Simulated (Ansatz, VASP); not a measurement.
**SnO in VASP and in Ansatz**

```
Sn O
1.0
     3.79259    0.00000    0.00000
     0.00000    3.79259    0.00000
     0.00000    0.00000    4.75839
Sn O
2 2
Direct
  0.00000 0.50000 0.24103
  0.50000 0.00000 0.75897
  0.50000 0.50000 0.00000
  0.00000 0.00000 0.00000
```

Alike in both runs: task single point; functional PBE; k mesh 6 × 6 × 6; occupations fermi-dirac, width 0.02 eV; no spin polarisation.

|  | VASP | Ansatz |
| --- | --- | --- |
| version | VASP 6.6.1 | Ansatz 0.2.0 |
| potentials or method | VASP PAW PBE potentials, release 64 (Sn_d, O) | plane waves, PAW |
| plane-wave cutoff (eV) | 520 | 420 |
| valence electrons in the cell | 40 | 40 |

```csv
,VASP,Ansatz,Ansatz less VASP
pressure (GPa),5.6,5.4,-0.27
"traceless stress, the component that is largest in VASP (GPa)",-0.60,-0.62,-0.017
rms of the force components (eV/Å),0.238,0.202,-0.0356
```

Atom by atom the forces differ by 0.036 eV/Å (rms over components).
